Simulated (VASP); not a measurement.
# CdS (Hawleyite) (F-43m) in VASP: notebook

The runs below take CdS (Hawleyite) through vibrations by perturbation theory, with PBEsol.

Program: VASP 6.6.1. These are calculated values, not measurements. Logs are shortened: lines on timing, memory, paths and dates and some standing lists are left out, and cuts for length are marked.

## (1) The cell of the first run

It takes space group F-43m (No. 216, cubic). The conventional cell has a = 5.825 Å, b = 5.825 Å, c = 5.825 Å, α = 90.00°, β = 90.00°, γ = 90.00°. Cd (site symmetry -43m) has 4 S at 2.52 Å within 3.3 Å. Within 3.3 Å of S (site symmetry -43m) lie 4 Cd at 2.52 Å.

## (2) Vibrations by perturbation theory, PBEsol

File INCAR:

```
SYSTEM = CdS
PREC     = Accurate       ! precision mode
ENCUT    = 520            ! plane-wave cutoff, eV
EDIFF    = 1E-8           ! SCF threshold, eV
ISMEAR   = 0              ! smearing method
SIGMA    = 0.01           ! smearing width, eV
LREAL    = .FALSE.        ! projectors in reciprocal space
LASPH    = .TRUE.         ! aspherical terms in the spheres
NELM     = 100            ! most SCF steps
ALGO     = Normal         ! electronic algorithm
ISIF     = 2              ! what is computed and relaxed
LWAVE    = .FALSE.        ! write WAVECAR
LCHARG   = .FALSE.        ! write CHGCAR
GGA      = PS             ! functional
IBRION   = 8              ! ionic algorithm
NSW      = 1              ! ionic steps
```

File KPOINTS:

```
regular mesh
0
G
  6 6 6
  0 0 0
```

File POSCAR:

```
CdS
1.0
    0.0000000000      2.9122810786      2.9122810786
    2.9122810786      0.0000000000      2.9122810786
    2.9122810786      2.9122810786      0.0000000000
Cd S
1 1
Direct
    0.0000000000      0.0000000000      0.0000000000
    0.7500000000      0.7500000000      0.7500000000
```

Potentials or basis: VASP PAW PBE potentials, release 64 (Cd, S).

Run with:

```
cat potpaw_PBE.64/Cd/POTCAR potpaw_PBE.64/S/POTCAR > POTCAR
mpirun -np 1 vasp_std > vasp.out
```

OUTCAR:

```text
SYSTEM = CdS
   PREC = Accurate
   ENCUT = 520
   EDIFF = 1E-8
   ISMEAR = 0
   LREAL = .FALSE.
   LASPH = .TRUE.
   NELM = 100
   ISIF = 2
   GGA = PS
   IBRION = 8
   NSW = 1

 ion  position               nearest neighbor table
   1  0.000  0.000  0.000-   2 2.52   2 2.52   2 2.52   2 2.52
   2  0.750  0.750  0.750-   1 2.52   1 2.52   1 2.52   1 2.52

  LATTYP: Found a face centered cubic cell.
 ALAT       =     5.8245621572

  Lattice vectors:

 A1 = (   0.0000000000,   2.9122810786,   2.9122810786)
 A2 = (   2.9122810786,   0.0000000000,   2.9122810786)
 A3 = (   2.9122810786,   2.9122810786,   0.0000000000)

Analysis of symmetry for initial positions (statically):
=====================================================================
 Subroutine PRICEL returns:
 Original cell was already a primitive cell.

 Routine SETGRP: Setting up the symmetry group for a
 face centered cubic supercell.

 Subroutine GETGRP returns: Found 24 space group operations
 (whereof 24 operations were pure point group operations)
 out of a pool of 48 trial point group operations.

The static configuration has the point symmetry T_d .

Analysis of symmetry for dynamics (positions and initial velocities):
=====================================================================
 Subroutine PRICEL returns:
 Original cell was already a primitive cell.

 Routine SETGRP: Setting up the symmetry group for a
 face centered cubic supercell.

 Subroutine GETGRP returns: Found 24 space group operations
 (whereof 24 operations were pure point group operations)
 out of a pool of 48 trial point group operations.

The dynamic configuration has the point symmetry T_d .

 Subroutine INISYM returns: Found 24 space group operations
 (whereof 24 operations are pure point group operations),
 and found     1 'primitive' translations

----------------------------------------------------------------------------------------

                                     Primitive cell

  volume of cell :      49.4003

  direct lattice vectors                    reciprocal lattice vectors
     0.000000000  2.912281079  2.912281079    -0.171686725  0.171686725  0.171686725
     2.912281079  0.000000000  2.912281079     0.171686725 -0.171686725  0.171686725
     2.912281079  2.912281079  0.000000000     0.171686725  0.171686725 -0.171686725

  length of vectors
     4.118587399  4.118587399  4.118587399     0.297370130  0.297370130  0.297370130

  position of ions in fractional coordinates (direct lattice)
     0.000000000  0.000000000  0.000000000
     0.750000000  0.750000000  0.750000000

  ion indices of the primitive-cell ions
   primitive index   ion index
                 1           1
                 2           2

----------------------------------------------------------------------------------------

 KPOINTS: regular mesh

Automatic generation of k-mesh.
 Grid dimensions read from file:
 generate k-points for:    6    6    6

 Generating k-lattice:

  Cartesian coordinates                     Fractional coordinates (reciprocal lattice)
    -0.028614454  0.028614454  0.028614454     0.166666667  0.000000000  0.000000000
     0.028614454 -0.028614454  0.028614454     0.000000000  0.166666667  0.000000000
     0.028614454  0.028614454 -0.028614454     0.000000000  0.000000000  0.166666667

  Length of vectors
     0.049561688  0.049561688  0.049561688

  Shift w.r.t. Gamma in fractional coordinates (k-lattice)
     0.000000000  0.000000000  0.000000000

 Subroutine IBZKPT returns following result:
 ===========================================
[... 72 lines left out ...]
  energy-cutoff  :      520.00
  volume of cell :       49.40
 maximum number of plane-waves:      1363
 NGX is ok and might be reduce to    32
   NGX = 15   NGY = 15   NGZ = 15

--------------------------------------- Ionic step        1  -------------------------------------------

 number of electron      18.0000004 magnetization

 Free energy of the ion-electron system (eV)
  ---------------------------------------------------
  ext. energy  EPLUGINS =         0.00000000
  ---------------------------------------------------
  free energy    TOTEN  =        -6.81057632 eV

  energy without entropy =       -6.81057632  energy(sigma->0) =       -6.81057632

 E-fermi :   1.3471     XC(G=0):  -9.3976

 val. band max:        1.2518322673   @ k =   0.0000   0.0000   0.0000
 cond. band min:       2.2678560475   @ k =   0.0000   0.0000   0.0000
 fundamental gap:      1.0160237802
 Fermi energy:         1.3470926451

 k-point     1 :       0.0000    0.0000    0.0000
  band No.  band energies     occupation
      1     -11.1597      2.00000
      2      -6.4957      2.00000
      3      -6.4957      2.00000
      4      -6.4957      2.00000
      5      -6.0018      2.00000
      6      -6.0018      2.00000
      7       1.2518      2.00000
      8       1.2518      2.00000
      9       1.2518      2.00000
     10       2.2679      0.00000
     11       7.6937      0.00000
     12       7.6937      0.00000
     13       7.6937      0.00000
[... 228 lines left out ...]
      2      -6.2654      2.00000
      3      -6.2160      2.00000
      4      -6.0836      2.00000
      5      -5.9591      2.00000
      6      -5.4038      2.00000
      7      -2.7471      2.00000
      8      -0.9918      2.00000
      9      -0.9211      2.00000
     10       5.8345      0.00000
     11       6.2987      0.00000
     12       9.3450      0.00000
     13       9.5135      0.00000

------------------------ aborting loop because EDIFF is reached ----------------------------------------

  FORCE on cell =-STRESS in cart. coord.  units (eV):
  Direction    XX          YY          ZZ          XY          YZ          ZX
  --------------------------------------------------------------------------------------
  -------------------------------------------------------------------------------------
  Total        0.1244608      0.1244608      0.1244608      0.0000000      0.0000000     -0.0000000
  in kB        4.0365783      4.0365783      4.0365783      0.0000000      0.0000000     -0.0000000
  external PRESSURE =       4.0365783 kB  Pullay stress =       0.0000000 kB

 VOLUME and BASIS-vectors are now :
 -----------------------------------------------------------------------------
  energy-cutoff  :      520.00
  volume of cell :       49.40
      direct lattice vectors                 reciprocal lattice vectors
     0.000000000  2.912281079  2.912281079    -0.171686725  0.171686725  0.171686725
     2.912281079  0.000000000  2.912281079     0.171686725 -0.171686725  0.171686725
     2.912281079  2.912281079  0.000000000     0.171686725  0.171686725 -0.171686725

 POSITION                                       TOTAL-FORCE (eV/Angst)
 -----------------------------------------------------------------------------------
      0.00000      0.00000      0.00000        -0.000000     -0.000000     -0.000000
      4.36842      4.36842      4.36842         0.000000      0.000000      0.000000
 -----------------------------------------------------------------------------------
    total drift:                                0.000000      0.000000      0.000000

  FREE ENERGIE OF THE ION-ELECTRON SYSTEM (eV)
  ---------------------------------------------------
  free  energy   TOTEN  =        -6.8105763163 eV

  energy  without entropy=       -6.8105763163  energy(sigma->0) =       -6.81057632

[... ionic steps 2 to 3 ...]

--------------------------------------- Ionic step        4  -------------------------------------------

------------------------ aborting loop because EDIFF is reached ----------------------------------------

[... ionic steps 5 to 6 ...]

--------------------------------------- Ionic step        7  -------------------------------------------

 Free energy of the ion-electron system (eV)
  ---------------------------------------------------
  ---------------------------------------------------
  free energy    TOTEN  =        -0.10700086 eV

  energy without entropy =       -0.10700086

------------------------ aborting loop because EDIFF is reached ----------------------------------------

 INTERNAL STRAIN TENSOR  FOR ION    2  DIRECTION 1   (eV/Angst):
 -----------------------------------------------------------------------------
    -0.00720  0.00000  0.00000
     0.00000  0.00800  6.57724
     0.00000  6.57724  0.00800

 INTERNAL STRAIN TENSOR FOR ION    2 for displacements in x,y,z  (eV/Angst):
          X           Y           Z          XY          YZ          ZX
  --------------------------------------------------------------------------------
  x    -0.00000     0.00000     0.00000     0.00000     6.57724     0.00000
  y     0.00000    -0.00000     0.00000     0.00000     0.00000     6.57724
  z     0.00000     0.00000    -0.00000     6.57724     0.00000     0.00000

 SECOND DERIVATIVES (NOT SYMMETRIZED)
 ------------------------------------
               1X          1Y          1Z          2X          2Y          2Z
  1X    -5.128579    0.000000    0.000000    5.128579    0.000000    0.000000
  1Y     0.000000   -5.128579    0.000000    0.000000    5.128579    0.000000
  1Z     0.000000    0.000000   -5.128579    0.000000    0.000000    5.128579
  2X     5.101748    0.000000    0.000000   -5.101748    0.000000    0.000000
  2Y     0.000000    5.101748    0.000000    0.000000   -5.101748    0.000000
  2Z     0.000000    0.000000    5.101748    0.000000    0.000000   -5.101748

 Eigenvectors and eigenvalues of the dynamical matrix
 ----------------------------------------------------

   1 f  =    7.073532 THz    44.444315 2PiTHz  235.947644 cm-1    29.253766 meV
             X         Y         Z           dx          dy          dz
      0.000000  0.000000  0.000000     0.000000    0.472073    0.000000
      4.368422  4.368422  4.368422     0.000000   -0.881559    0.000000
[... 21 lines left out ...]
   6 f/i=    0.007721 THz     0.048511 2PiTHz    0.257535 cm-1     0.031930 meV
             X         Y         Z           dx          dy          dz
      0.000000  0.000000  0.000000     0.000000    0.000000    0.881559
      4.368422  4.368422  4.368422     0.000000    0.000000    0.472073

--------------------------------------------------------------------------------------------------------

 ELASTIC MODULI CONTR FROM IONIC RELAXATION (kBar)
 Direction    XX          YY          ZZ          XY          YZ          ZX
 --------------------------------------------------------------------------------
 XX          -0.0000      0.0000      0.0000     -0.0000      0.0000     -0.0000
 YY           0.0000     -0.0000     -0.0000     -0.0000     -0.0000      0.0000
 ZZ           0.0000     -0.0000     -0.0000      0.0000     -0.0000     -0.0000
 XY          -0.0000     -0.0000      0.0000   -278.7449      0.0000      0.0000
 YZ           0.0000     -0.0000     -0.0000      0.0000   -278.7449      0.0000
 ZX          -0.0000      0.0000     -0.0000      0.0000      0.0000   -278.7449
 --------------------------------------------------------------------------------
```

Run time: 44 s. Hardware: 1 thread of Intel Xeon 6975P-C (Granite Rapids), shared host; peak memory 0.25 GiB.

Results:

- Highest phonon frequency at Γ, LO-TO splitting left out: 236 cm⁻¹

Phonon frequencies in cm⁻¹ (negative: imaginary):
| q point | frequencies |
| --- | --- |
| (0.000, 0.000, 0.000) | 0 0 0 236 236 236 |

Caveat: the PAW data sets were made with another functional, which shifts forces and pressure a little.

## (3) Vibrations by perturbation theory, PBEsol (volume scaled by 1.030)

File INCAR:

```
PREC = Accurate
ENCUT = 520
EDIFF = 1E-8
ISMEAR = 0
SIGMA = 0.01
LREAL = False
LASPH = True
NELM = 60
ALGO = Normal
ISIF = 2
LWAVE = False
LCHARG = True
GGA = PS
IBRION = 8
NSW = 1
```

File KPOINTS:

```
Automatic mesh
0
Gamma
  6 6 6
```

File POSCAR:

```
CdS
1.0
    0.0000000000      2.9411174201      2.9411174201
    2.9411174201      0.0000000000      2.9411174201
    2.9411174201      2.9411174201      0.0000000000
Cd S
1 1
Direct
    0.0000000000      0.0000000000      0.0000000000
    0.7500000000      0.7500000000      0.7500000000
```

Potentials or basis: VASP PAW PBE potentials, release 64 (Cd, S).

Run with:

```
cat potpaw_PBE.64/Cd/POTCAR potpaw_PBE.64/S/POTCAR > POTCAR
mpirun -np 1 vasp_std > vasp.out
```

OUTCAR:

```text
PREC = Accurate
   ENCUT = 520
   EDIFF = 1E-8
   ISMEAR = 0
   LREAL = False
   LASPH = True
   NELM = 60
   ISIF = 2
   GGA = PS
   IBRION = 8
   NSW = 1

 ion  position               nearest neighbor table
   1  0.000  0.000  0.000-   2 2.55   2 2.55   2 2.55   2 2.55
   2  0.750  0.750  0.750-   1 2.55   1 2.55   1 2.55   1 2.55

  LATTYP: Found a face centered cubic cell.
 ALAT       =     5.8822348402

  Lattice vectors:

 A1 = (   0.0000000000,   2.9411174201,   2.9411174201)
 A2 = (   2.9411174201,   0.0000000000,   2.9411174201)
 A3 = (   2.9411174201,   2.9411174201,   0.0000000000)

Analysis of symmetry for initial positions (statically):
=====================================================================
 Subroutine PRICEL returns:
 Original cell was already a primitive cell.

 Routine SETGRP: Setting up the symmetry group for a
 face centered cubic supercell.
[... 473 lines left out ...]

 INTERNAL STRAIN TENSOR  FOR ION    2  DIRECTION 1   (eV/Angst):
 -----------------------------------------------------------------------------
    -0.00816  0.00000  0.00000
     0.00000  0.00826  5.46480
     0.00000  5.46480  0.00826

 INTERNAL STRAIN TENSOR FOR ION    2 for displacements in x,y,z  (eV/Angst):
          X           Y           Z          XY          YZ          ZX
  --------------------------------------------------------------------------------
  x    -0.00000     0.00000     0.00000     0.00000     5.46480     0.00000
  y    -0.00000     0.00000    -0.00000     0.00000     0.00000     5.46480
  z     0.00000     0.00000    -0.00000     5.46480     0.00000     0.00000

 SECOND DERIVATIVES (NOT SYMMETRIZED)
 ------------------------------------
               1X          1Y          1Z          2X          2Y          2Z
  1X    -4.594500    0.000000    0.000000    4.594500    0.000000    0.000000
  1Y     0.000000   -4.594500    0.000000    0.000000    4.594500    0.000000
  1Z     0.000000    0.000000   -4.594500    0.000000    0.000000    4.594500
  2X     4.564549    0.000000    0.000000   -4.564549    0.000000    0.000000
  2Y     0.000000    4.564549    0.000000    0.000000   -4.564549    0.000000
  2Z     0.000000    0.000000    4.564549    0.000000    0.000000   -4.564549

 Eigenvectors and eigenvalues of the dynamical matrix
 ----------------------------------------------------

   1 f  =    6.691734 THz    42.045403 2PiTHz  223.212211 cm-1    27.674775 meV
             X         Y         Z           dx          dy          dz
      0.000000  0.000000  0.000000     0.000000    0.472311    0.000000
      4.411676  4.411676  4.411676     0.000000   -0.881432    0.000000
[... 21 lines left out ...]
   6 f/i=    0.009110 THz     0.057239 2PiTHz    0.303874 cm-1     0.037676 meV
             X         Y         Z           dx          dy          dz
      0.000000  0.000000  0.000000     0.000000    0.000000    0.881432
      4.411676  4.411676  4.411676     0.000000    0.000000    0.472311

--------------------------------------------------------------------------------------------------------

 ELASTIC MODULI CONTR FROM IONIC RELAXATION (kBar)
 Direction    XX          YY          ZZ          XY          YZ          ZX
 --------------------------------------------------------------------------------
 XX          -0.0000      0.0000      0.0000     -0.0000      0.0000      0.0000
 YY           0.0000     -0.0000      0.0000     -0.0000     -0.0000     -0.0000
 ZZ           0.0000      0.0000     -0.0000      0.0000     -0.0000      0.0000
 XY          -0.0000     -0.0000      0.0000   -209.3627      0.0000      0.0000
 YZ           0.0000     -0.0000     -0.0000      0.0000   -209.3627      0.0000
 ZX           0.0000     -0.0000      0.0000      0.0000      0.0000   -209.3627
 --------------------------------------------------------------------------------
```

Wall time 43 s (1 thread of Intel Xeon 6975P-C (Granite Rapids), shared host); peak memory 0.25 GiB.

Results:

| Property | Result |
| --- | --- |
| Highest phonon frequency at Γ, LO-TO splitting left out | 223 cm⁻¹ |

Phonon frequencies in cm⁻¹ (negative: imaginary):
| q point | frequencies |
| --- | --- |
| (0.000, 0.000, 0.000) | 0 0 0 223 223 223 |

Caveat: the cell wasn't relaxed at this level first, which shifts response properties; the PAW data sets were made with another functional, which shifts forces and pressure a little.

(Continued in part 2 of 2.)
